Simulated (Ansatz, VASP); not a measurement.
# AgI: VASP beside Ansatz

```
Ag I
1.0
     4.47540    0.00000    0.00000
    -2.23770    3.87581    0.00000
     0.00000    0.00000    7.31638
Ag I
2 2
Direct
  0.33333 0.66667 0.00273
  0.66667 0.33333 0.50273
  0.33333 0.66667 0.37717
  0.66667 0.33333 0.87717
```

Change from the starting cell: equal strain along all axes, cell held, atoms relaxed: -4.5 %.

Alike in both runs: functional PBE; k mesh 6 × 6 × 4; occupations gaussian, width 0.02 eV; no spin polarisation.

Ansatz relaxed the structure, and its values are those at the end. VASP's run is a single point on that final structure, the one shown.

|  | VASP | Ansatz |
| --- | --- | --- |
| version | VASP 6.6.1 | Ansatz 0.2.0 |
| potentials or method | VASP PAW PBE potentials, release 64 (Ag, I), cutoff 500 eV | scalar-relativistic, plane waves, PAW |
| valence electrons in the cell | 36 | 72 |

```csv
,VASP,Ansatz,Ansatz less VASP
gap on the k mesh at the Fermi level (eV),1.38,1.38,-0.003
least direct gap on the mesh (eV),1.38,1.38,-0.003
pressure (GPa),5.1,5.2,+0.08
```

VASP's potentials hold 36 valence electrons a cell and Ansatz's 72, so a difference there can come from the potentials and not from the codes. Ansatz's warnings: stress scf threshold loose.

Neither program's run includes spin-orbit coupling.
